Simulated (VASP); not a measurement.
# AlN (Fm-3m) in VASP: further runs

The runs below take AlN through single point, with PBEsol.

The COD entry that gives the cell may itself be a prediction, so a difference from it is no test against experiment.

All numbers are computed with VASP 6.6.1; they aren't measurements. Logs are shortened: lines on timing, memory, paths and dates and some standing lists are left out, and cuts for length are marked.

### Step 1. The cell of the first run

The structure is cubic, space group Fm-3m (No. 225). The conventional cell has a = 3.858 Å, b = 3.858 Å, c = 3.858 Å, α = 90.00°, β = 90.00°, γ = 90.00°. Al (site symmetry m-3m) has 6 N at 1.93 Å within 2.6 Å. Within 2.6 Å of N (site symmetry m-3m) lie 6 Al at 1.93 Å.

### Step 2. Single point, PBEsol

INCAR

```
SYSTEM = AlN
ALGO = Normal
EDIFF = 1E-6
ENCUT = 600
GGA = PS
GGA_COMPAT = .False.
ISIF = 2
ISMEAR = 0
LASPH = .True.
LCHARG = .False.
LREAL = .False.
LWAVE = .False.
NBANDS = 11
NELM = 120
PREC = Accurate
SIGMA = 0.01
```

KPOINTS

```
k-points
0
Gamma
  8 8 8
  0 0 0
```

POSCAR

```
AlN
1.0
    0.0000000000      1.9288050481      1.9288050481
    1.9288050481      0.0000000000      1.9288050481
    1.9288050481      1.9288050481      0.0000000000
Al N
1 1
Direct
    0.0000000000      0.0000000000      0.0000000000
    0.5000000000      0.5000000000      0.5000000000
```

Potentials or basis: VASP PAW PBE potentials, release 64 (Al, N).

Command:

```console
> cat potpaw_PBE.64/Al/POTCAR potpaw_PBE.64/N/POTCAR > POTCAR
> mpirun -np 1 vasp_std > vasp.out
```

OUTCAR:

```text
SYSTEM = AlN
   EDIFF = 1E-6
   ENCUT = 600
   GGA = PS
   ISIF = 2
   ISMEAR = 0
   LASPH = .True.
   LREAL = .False.
   NELM = 120
   PREC = Accurate

 ion  position               nearest neighbor table
   1  0.000  0.000  0.000-   2 1.93   2 1.93   2 1.93   2 1.93   2 1.93   2 1.93
   2  0.500  0.500  0.500-   1 1.93   1 1.93   1 1.93   1 1.93   1 1.93   1 1.93

  LATTYP: Found a face centered cubic cell.
 ALAT       =     3.8576100962

  Lattice vectors:

 A1 = (   0.0000000000,   1.9288050481,   1.9288050481)
 A2 = (   1.9288050481,   0.0000000000,   1.9288050481)
 A3 = (   1.9288050481,   1.9288050481,   0.0000000000)

Analysis of symmetry for initial positions (statically):
=====================================================================
 Subroutine PRICEL returns:
 Original cell was already a primitive cell.

 Routine SETGRP: Setting up the symmetry group for a
 face centered cubic supercell.

 Subroutine GETGRP returns: Found 48 space group operations
 (whereof 48 operations were pure point group operations)
 out of a pool of 48 trial point group operations.

The static configuration has the point symmetry O_h .

Analysis of symmetry for dynamics (positions and initial velocities):
=====================================================================
 Subroutine PRICEL returns:
 Original cell was already a primitive cell.

 Routine SETGRP: Setting up the symmetry group for a
 face centered cubic supercell.

 Subroutine GETGRP returns: Found 48 space group operations
 (whereof 48 operations were pure point group operations)
 out of a pool of 48 trial point group operations.

The dynamic configuration has the point symmetry O_h .

 Subroutine INISYM returns: Found 48 space group operations
 (whereof 48 operations are pure point group operations),
 and found     1 'primitive' translations

----------------------------------------------------------------------------------------

                                     Primitive cell

  volume of cell :      14.3514

  direct lattice vectors                    reciprocal lattice vectors
     0.000000000  1.928805048  1.928805048    -0.259227857  0.259227857  0.259227857
     1.928805048  0.000000000  1.928805048     0.259227857 -0.259227857  0.259227857
     1.928805048  1.928805048  0.000000000     0.259227857  0.259227857 -0.259227857

  length of vectors
     2.727742258  2.727742258  2.727742258     0.448995820  0.448995820  0.448995820

  position of ions in fractional coordinates (direct lattice)
     0.000000000  0.000000000  0.000000000
     0.500000000  0.500000000  0.500000000

  ion indices of the primitive-cell ions
   primitive index   ion index
                 1           1
                 2           2

----------------------------------------------------------------------------------------

 KPOINTS: k-points

Automatic generation of k-mesh.
 Grid dimensions read from file:
 generate k-points for:    8    8    8

 Generating k-lattice:

  Cartesian coordinates                     Fractional coordinates (reciprocal lattice)
    -0.032403482  0.032403482  0.032403482     0.125000000  0.000000000  0.000000000
     0.032403482 -0.032403482  0.032403482     0.000000000  0.125000000  0.000000000
     0.032403482  0.032403482 -0.032403482     0.000000000  0.000000000  0.125000000

  Length of vectors
     0.056124477  0.056124477  0.056124477

  Shift w.r.t. Gamma in fractional coordinates (k-lattice)
     0.000000000  0.000000000  0.000000000

 Subroutine IBZKPT returns following result:
 ===========================================

 Found     29 irreducible k-points:

 Following reciprocal coordinates:
            Coordinates               Weight
  0.000000  0.000000  0.000000      1.000000
  0.125000  0.000000  0.000000      8.000000
  0.250000  0.000000  0.000000      8.000000
  0.375000  0.000000  0.000000      8.000000
  0.500000  0.000000  0.000000      4.000000
  0.125000  0.125000  0.000000      6.000000
[... 16 lines left out ...]
  0.500000  0.250000  0.125000     48.000000
 -0.375000  0.250000  0.125000     24.000000
 [... further k-points ...]
   k-points           NKPTS =     29   k-points in BZ     NKDIM =     29   number of bands    NBANDS=     11
   number of dos      NEDOS =    301   number of ions     NIONS =      2
   total plane-waves  NPLWV =  13824
   dimension x,y,z NGX =    24 NGY =   24 NGZ =   24
   dimension x,y,z NGXF=    48 NGYF=   48 NGZF=   48
   ions per type =               1   1
   NGX,Y,Z   is equivalent  to a cutoff of  14.63, 14.63, 14.63 a.u.
   NGXF,Y,Z  is equivalent  to a cutoff of  29.25, 29.25, 29.25 a.u.
 SYSTEM =  AlN
   PREC   = accura    normal or accurate (medium, high low for compatibility)
   ISTART =      0    job   : 0-new  1-cont  2-samecut
   ICHARG =      2    charge: 1-file 2-atom 10-const
   ISPIN  =      1    spin polarized calculation?
   LNONCOLLINEAR =      F non collinear calculations
   LSORBIT =      F    spin-orbit coupling
   LASPH  =      T    aspherical Exc in radial PAW
   ENCUT  =  600.0 eV  44.10 Ry    6.64 a.u.   5.45  5.45  5.45*2*pi/ulx,y,z
   NELM   =    120;   NELMIN=  2; NELMDL= -5     # of ELM steps
   EDIFF  = 0.1E-05   stopping-criterion for ELM
   LREAL  =      F    real-space projection
   EDIFFG = 0.1E-04   stopping-criterion for IOM
   NSW    =      0    number of steps for IOM
   IBRION =     -1    ionic relax: 0-MD 1-quasi-New 2-CG
   NFREE  =      0    steps in history (QN), initial steepest desc. (CG)
   ISIF   =      2    stress and relaxation
   ISYM   =      2    0-nonsym 1-usesym 2-fastsym
   POTIM  = 0.5000    time-step for ionic-motion
   TEBEG  =    0.0;   TEEND  =   0.0 temperature during run
   PSTRESS=    0.0 pullay stress
   NELECT =       8.0000    total number of electrons
   NUPDOWN=      -1.0000    fix difference up-down
   EMIN   =  10.00;   EMAX   =-10.00  energy-range for DOS
   EFERMI =   0.00;   METHOD = LEGACY
   ISMEAR =     0;   SIGMA  =   0.01  broadening in eV -4-tet -1-fermi 0-gaus
   EFERMI_NEDOS =   21; number of points for ismear=-14 and -15
   IALGO  =     38    algorithm
   IMIX   =      4    mixing-type and parameters
     AMIX     =   0.40;   BMIX     =  1.00
     AMIX_MAG =   1.60;   BMIX_MAG =  1.00
  volume/ion in A,a.u.               =       7.18        48.42
  Fermi-wavevector in a.u.,A,eV,Ry     =   1.347327  2.546080 24.698537  1.815291
  Thomas-Fermi vector in A             =   2.475087
   LORBIT       =      0    0 simple, 1 ext, 2 COOP (PROOUT), +10 PAW based schemes
   GGA     = PS    functional components
   LHFCALC =     F    Hartree Fock is set to
   AEXX    =    0.0000 exact exchange contribution
   IVDW    =     0    specifies the selected vdW correction
   LEPSILON=     F    determine dielectric tensor
   LRPA    =     F    only Hartree local field effects (RPA)
 non-spin polarized calculation
 Gauss-broadening in eV      SIGMA  =   0.01
  energy-cutoff  :      600.00
  volume of cell :       14.35
 maximum number of plane-waves:       531
 NGX is ok and might be reduce to    24
   NGX = 11   NGY = 11   NGZ = 11

 number of electron       8.0000001 magnetization

 Free energy of the ion-electron system (eV)
  ---------------------------------------------------
  ext. energy  EPLUGINS =         0.00000000
  ---------------------------------------------------
  free energy    TOTEN  =       -15.14639717 eV

  energy without entropy =      -15.14639717  energy(sigma->0) =      -15.14639717

 E-fermi :  11.9078     XC(G=0): -13.1332

 val. band max:       11.8321271768   @ k =   0.0000   0.0000   0.0000
 cond. band min:      16.6777816156   @ k =   0.5000   0.5000   0.0000
 fundamental gap:      4.8456544388
 Fermi energy:        11.9078299137

 k-point     1 :       0.0000    0.0000    0.0000
  band No.  band energies     occupation
      1      -7.0779      2.00000
      2      11.8321      2.00000
      3      11.8321      2.00000
      4      11.8321      2.00000
      5      19.6805      0.00000
      6      24.2877      0.00000
      7      24.2877      0.00000
      8      24.2877      0.00000
      9      29.7688      0.00000
     10      30.5678      0.00000
     11      30.5678      0.00000

 k-point     2 :       0.1250    0.0000    0.0000
  band No.  band energies     occupation
      1      -6.7119      2.00000
      2      10.2714      2.00000
      3      11.5906      2.00000
      4      11.5906      2.00000
      5      20.3406      0.00000
      6      23.2209      0.00000
      7      24.8361      0.00000
      8      24.8361      0.00000
      9      29.0131      0.00000
     10      29.0131      0.00000
     11      31.8657      0.00000

 k-point     3 :       0.2500    0.0000    0.0000
  band No.  band energies     occupation
      1      -5.6616      2.00000
      2       7.1250      2.00000
      3      11.0717      2.00000
      4      11.0717      2.00000
      5      19.8504      0.00000
      6      24.2581      0.00000
      7      25.0466      0.00000
      8      25.0466      0.00000
      9      29.1244      0.00000
     10      29.1244      0.00000
     11      31.0592      0.00000

 k-point     4 :       0.3750    0.0000    0.0000
  band No.  band energies     occupation
      1      -4.1558      2.00000
      2       4.0402      2.00000
      3      10.6207      2.00000
      4      10.6207      2.00000
      5      19.0596      0.00000
      6      24.2608      0.00000
      7      24.2608      0.00000
      8      26.2485      0.00000
      9      29.9717      0.00000
     10      31.8874      0.00000
     11      31.8874      0.00000
[... 239 lines left out ...]
 k-point    22 :       0.3750    0.2500    0.1250
  band No.  band energies     occupation
      1      -4.7874      2.00000
      2       6.7469      2.00000
      3       8.8215      2.00000
      4      10.3918      2.00000
      5      20.7811      0.00000
      6      22.2714      0.00000
      7      23.3325      0.00000
      8      27.2558      0.00000
      9      28.0825      0.00000
     10      32.8015      0.00000
     11      35.5099      0.00000

 k-point    23 :       0.5000    0.2500    0.1250
  band No.  band energies     occupation
      1      -3.4172      2.00000
      2       4.6738      2.00000
      3       7.7914      2.00000
      4       9.7785      2.00000
      5      21.0074      0.00000
      6      22.1516      0.00000
      7      23.8949      0.00000
      8      26.6395      0.00000
      9      30.2559      0.00000
     10      33.6195      0.00000
     11      35.7480      0.00000

 k-point    24 :      -0.3750    0.2500    0.1250
  band No.  band energies     occupation
      1      -2.5823      2.00000
      2       3.4602      2.00000
      3       7.5526      2.00000
      4       9.4843      2.00000
      5      21.1556      0.00000
      6      21.5263      0.00000
      7      25.5400      0.00000
      8      26.0467      0.00000
      9      31.4721      0.00000
     10      32.8079      0.00000
     11      36.0420      0.00000

 [... further k-points ...]
[... 5 lines left out ...]
  --------------------------------------------------------------------------------------
  -------------------------------------------------------------------------------------
  Total        4.4322048      4.4322048      4.4322048      0.0000000      0.0000000      0.0000000
  in kB      494.8065130    494.8065130    494.8065130      0.0000000      0.0000000      0.0000000
  external PRESSURE =     494.8065130 kB  Pullay stress =       0.0000000 kB

 VOLUME and BASIS-vectors are now :
 -----------------------------------------------------------------------------
  energy-cutoff  :      600.00
  volume of cell :       14.35
      direct lattice vectors                 reciprocal lattice vectors
     0.000000000  1.928805048  1.928805048    -0.259227857  0.259227857  0.259227857
     1.928805048  0.000000000  1.928805048     0.259227857 -0.259227857  0.259227857
     1.928805048  1.928805048  0.000000000     0.259227857  0.259227857 -0.259227857

 POSITION                                       TOTAL-FORCE (eV/Angst)
 -----------------------------------------------------------------------------------
      0.00000      0.00000      0.00000        -0.000000     -0.000000      0.000000
      1.92881      1.92881      1.92881         0.000000      0.000000     -0.000000
 -----------------------------------------------------------------------------------
    total drift:                               -0.000000     -0.000000      0.000000

  FREE ENERGIE OF THE ION-ELECTRON SYSTEM (eV)
  ---------------------------------------------------
  free  energy   TOTEN  =       -15.1463971659 eV

  energy  without entropy=      -15.1463971659  energy(sigma->0) =      -15.14639717
```

Wall time 8.9 s (1 thread of Intel Xeon 8259CL, shared host); peak memory 0.13 GiB.

What came out:

| Item | Value |
| --- | --- |
| Free energy | -15.1464 eV |
| Pressure | 49.5 GPa |
| Band gap on the k mesh | 4.85 eV, indirect (least direct gap 7.85 eV) |

Caveat: the PAW data sets were made with another functional, which shifts forces and pressure a little.

### Step 3. Single point, PBEsol

This run uses another cell than the first one, of 7.40 Å³/atom, 1.032 times its volume.

INCAR

```
ALGO = Normal
EDIFF = 1E-6
ENCUT = 600
GGA = PS
GGA_COMPAT = F
ISIF = 2
ISMEAR = 0
LASPH = T
LCHARG = F
LREAL = F
LWAVE = F
NBANDS = 11
NELM = 120
PREC = Accurate
SIGMA = 0.01
```

KPOINTS

```
k-points
0
Gamma
  8 8 8
```

POSCAR

```
AlN
1.0
    0.0000000000      1.9491097512      1.9491097512
    1.9491097512      0.0000000000      1.9491097512
    1.9491097512      1.9491097512      0.0000000000
Al N
1 1
Direct
    0.0000000000      0.0000000000      0.0000000000
    0.5000000000      0.5000000000      0.5000000000
```

Potentials or basis: VASP PAW PBE potentials, release 64 (Al, N).

Command:

```console
> cat potpaw_PBE.64/Al/POTCAR potpaw_PBE.64/N/POTCAR > POTCAR
> mpirun -np 1 vasp_std > vasp.out
```

Wall time 8.5 s (1 thread of Intel Xeon 8259CL, shared host); peak memory 0.13 GiB.

The run converged. Its results:

- Free energy: -15.2693 eV
- Pressure: 36.2 GPa
- Band gap on the k mesh: 4.92 eV, indirect (least direct gap 7.34 eV)

Levels at points of the mesh, in eV from the valence-band top:
```
           k point  band 1  band 2  band 3  band 4  band 5  band 6  band 7  band 8
(0.00, 0.00, 0.00)  -18.59    0.00    0.00    0.00    7.34   12.36   12.36   12.36
(0.50, 0.00, 0.00)  -14.84   -9.11   -1.31   -1.31    6.75   11.81   11.81   14.88
(0.50, 0.50, 0.00)  -13.68   -8.22   -3.12   -3.12    4.92    5.65   15.35   18.95
```

Caveat: the PAW data sets were made with another functional, which shifts forces and pressure a little.

### Step 4. Single point, PBEsol

This run uses another cell than the first one, of 7.86 Å³/atom, 1.096 times its volume.

INCAR

```
PREC = Accurate ; ENCUT = 600
EDIFF = 1E-6 ; ISMEAR = 0
SIGMA = 0.01 ; LREAL = False
LASPH = True ; NELM = 120
ALGO = Normal ; ISIF = 2
LWAVE = False ; LCHARG = False
GGA = PS ; NBANDS = 11
GGA_COMPAT = False
```

KPOINTS

```
regular mesh
0
Gamma
  8 8 8
```

POSCAR

```
AlN
1.0
    0.0000000000      1.9884963174      1.9884963174
    1.9884963174      0.0000000000      1.9884963174
    1.9884963174      1.9884963174      0.0000000000
Al N
1 1
Direct
    0.0000000000      0.0000000000      0.0000000000
    0.5000000000      0.5000000000      0.5000000000
```

Command:

```console
> cat potpaw_PBE.64/Al/POTCAR potpaw_PBE.64/N/POTCAR > POTCAR
> mpirun -np 1 vasp_std > vasp.out
```

It took 8.9 s on 1 thread of Intel Xeon 8259CL, shared host; peak memory 0.13 GiB.

The run converged. Its results:

```
Free energy            : -15.4134 eV
Pressure               : 14.6 GPa
Band gap on the k mesh : 5.04 eV, indirect (least direct gap 6.40 eV)
```

Levels at points of the mesh, in eV from the valence-band top:
| k point | band 1 | band 2 | band 3 | band 4 | band 5 | band 6 | band 7 | band 8 | band 9 |
| --- | --- | --- | --- | --- | --- | --- | --- | --- | --- |
| (0.00, 0.00, 0.00) | -18.01 | 0.00 | 0.00 | 0.00 | 6.40 | 12.18 | 12.18 | 12.18 | 17.40 |
| (0.50, 0.00, 0.00) | -14.51 | -8.69 | -1.19 | -1.19 | 6.36 | 11.31 | 11.31 | 14.00 | 16.52 |
| (0.50, 0.50, 0.00) | -13.44 | -7.79 | -2.95 | -2.95 | 5.04 | 5.05 | 14.58 | 17.95 | 17.95 |

Caveat: the PAW data sets were made with another functional, which shifts forces and pressure a little. A k mesh can miss the band edges.

### Step 5. The runs side by side

```csv
cell,gap on the mesh (eV),pressure (GPa)
"a = 2.728 Å, angles 60.0°, 2 atoms",4.85,49.5
"a = 2.756 Å, angles 60.0°, 2 atoms",4.92,36.2
"a = 2.812 Å, angles 60.0°, 2 atoms",5.04,14.6
```

Alike in all rows: task single point; level PBEsol; potentials or basis VASP PAW PBE potentials, release 64 (Al, N); no spin polarisation; k mesh 8 × 8 × 8; cutoff (eV) 600; smearing gaussian 0.01 eV.

Caveats: the PAW data sets were made with another functional, which shifts forces and pressure a little.

Absolute energies hang on the potentials; compare differences alone.
